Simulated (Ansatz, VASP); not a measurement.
**C: VASP beside Ansatz**

The input POSCAR:

```
C
1.0
   -2.4558330623      0.0000000000      0.0000000000
   -1.2279165312     -2.1268138194      0.0000000000
    0.0000000000      0.0000000000     10.5572328611
C
6
Direct
    0.6666666667      0.6666666667      0.4999757619
    1.0000000000      1.0000000000      0.1666424286
    0.3333333333      0.3333333333      0.8333090952
    0.6666666667      0.6666666667      0.1666909048
    1.0000000000      0.0000000000      0.8333575714
    0.3333333333      0.3333333333      0.5000242381
```

Contents of INCAR.step1:

```
  ALGO = Normal
  EDIFF = 1E-4
  ENCUT = 520
  GGA = PE
  ISMEAR = 0
  LASPH = T
  LCHARG = F
  LREAL = F
  LWAVE = T
  NBANDS = 21
  NELM = 80
  PREC = Accurate
  SIGMA = 0.05
```

Contents of INCAR.step2:

```
  ALGO = Normal
  EDIFF = 1E-6
  ENCUT = 520
  ISIF = 2
  ISMEAR = 0
  ISTART = 1
  LASPH = T
  LCHARG = F
  LMIXTAU = T
  LREAL = F
  LWAVE = F
  METAGGA = R2SCAN
  NBANDS = 21
  NELM = 80
  PREC = Accurate
  SIGMA = 0.05
```

The input KPOINTS:

```
k-points
0
Gamma
  15 15 3
```

Input for Ansatz:

```yaml
crystal:
  lattice:
    - [-2.4558330623, 0.0, 0.0]
    - [-1.2279165312, -2.1268138194, 0.0]
    - [0.0, 0.0, 10.5572328611]
  atoms:
    - { symbol: C, position: [0.6666666667, 0.6666666667, 0.4999757619] }
    - { symbol: C, position: [1.0, 1.0, 0.1666424286] }
    - { symbol: C, position: [0.3333333333, 0.3333333333, 0.8333090952] }
    - { symbol: C, position: [0.6666666667, 0.6666666667, 0.1666909048] }
    - { symbol: C, position: [1.0, 0.0, 0.8333575714] }
    - { symbol: C, position: [0.3333333333, 0.3333333333, 0.5000242381] }
basis:
  ecutwfc: 500
kpoints:
  mp_grid: { grid: [15, 15, 3] }
hamiltonian:
  xc: r2scan
scf:
  occupations: { method: gaussian, width: 0.05 }
output:
  forces: true
  stress: true
  eigenvalues: true
```

Alike in both runs: task single point; functional r2SCAN; k mesh 15 × 15 × 3; occupations gaussian, width 0.05 eV; no spin polarisation.

```csv
,VASP,Ansatz
version,VASP 6.6.1,Ansatz 0.2.0
potentials or method,"VASP PAW PBE potentials, release 64 (C), cutoff 520 eV","scalar-relativistic, plane waves, PAW"
valence electrons in the cell,24,24
```

```tsv
	VASP	Ansatz	Ansatz less VASP
gap on the k mesh at the Fermi level (eV)	0.52	0.52	+0.001
least direct gap on the mesh (eV)	0.52	0.52	+0.001
pressure (GPa)	0.7	0.0	-0.64
traceless stress, the component that is largest in VASP (GPa)	-0.81	-0.06	+0.744
```

VASP's potentials were made for PBE, not for r2SCAN.
